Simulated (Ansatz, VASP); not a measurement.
Two plane-wave programs on Ca3C5

```
Ca C
1.0
     0.00000    4.27821    4.27821
     4.27821    0.00000    4.27821
     4.27821    4.27821    0.00000
Ca C
3 5
Direct
  0.75000 0.75000 0.75000
  0.25000 0.25000 0.25000
  0.00000 0.00000 0.00000
  0.59632 0.59632 0.59632
  0.59632 0.59632 0.21105
  0.59632 0.21105 0.59632
  0.21105 0.59632 0.59632
  0.50000 0.50000 0.50000
```

Alike in both runs: functional PBE; k mesh 4 × 4 × 4; occupations gaussian, width 0.1 eV; no spin polarisation.

Ansatz relaxed the structure, and its values are those at the end. VASP's run is a single point on that final structure, the one shown.

|  | VASP | Ansatz |
| --- | --- | --- |
| version | VASP 6.6.1 | Ansatz 0.2.0 |
| potentials or method | VASP PAW PBE potentials, release 64 (Ca_sv, C), cutoff 520 eV | scalar-relativistic, plane waves, PAW |
| valence electrons in the cell | 50 | 50 |

```csv
,VASP,Ansatz,Ansatz less VASP
gap on the k mesh at the Fermi level (eV),0.63,0.63,-0.001
least direct gap on the mesh (eV),0.65,0.65,-0.001
pressure (GPa),0.5,0.3,-0.19
rms of the force components (eV/Å),0.007,0.003,-0.0043
```
